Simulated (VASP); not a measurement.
Runs of VASP 6.6.1 on NbIn2S3. The structure is that of space group P-4m2 (No. 115), or close to it. The cells are those of the table. 

```tsv
task	spin	cell	k mesh	cutoff (eV)	gap on the mesh (eV)	pressure (GPa)	moment (μB)	relaxed volume (Å³/atom)	largest force (eV/Å)
single point	off	a = 3.531, b = 3.531, c = 10.285 Å, 6 atoms	10 × 10 × 4	520	none	-0.1	-	-	-
single point	collinear, zero start	a = 3.514, b = 3.514, c = 10.477 Å, 6 atoms	4 × 4 × 2	520	none	0.0	0.00	-	0.01
relaxation of cell and atoms	off	relaxed from a = 3.514, b = 3.514, c = 10.477 Å, 6 atoms	6 × 6 × 2	600	none	0.0	-	21.54	0.02
single point	off	a = 3.529, b = 3.529, c = 10.281 Å, 6 atoms	6 × 6 × 2	520	none	(a)	-	-	0.02
single point	collinear, ferromagnetic start	a = 3.752, b = 3.752, c = 8.416 Å, 6 atoms	4 × 4 × 2	520	none	-0.1	1.69	-	(b)
relaxation of cell and atoms	collinear, zero start	relaxed from a = 3.752, b = 3.752, c = 8.416 Å, 6 atoms	4 × 4 × 2	600	none	0.0	0.00	21.39	0.04
```

Alike in all rows: level PBE; potentials or basis VASP PAW PBE potentials, release 64 (Nb_sv, In_d, S); smearing gaussian 0.1 eV.

Estimate the missing entries.

(a) 0.1; (b) 2.24.

Caveats: some runs use coarse meshes; spin-orbit coupling is left out, which moves the levels of the heavy elements; forces of over 1 eV/Å act on the atoms, so gaps and moduli don't describe the material at rest (some runs).

A k mesh can miss the band edges, and the runs leave out spin-orbit coupling on In, Nb.

A gap of «none» marks levels without a gap at the run's occupations.
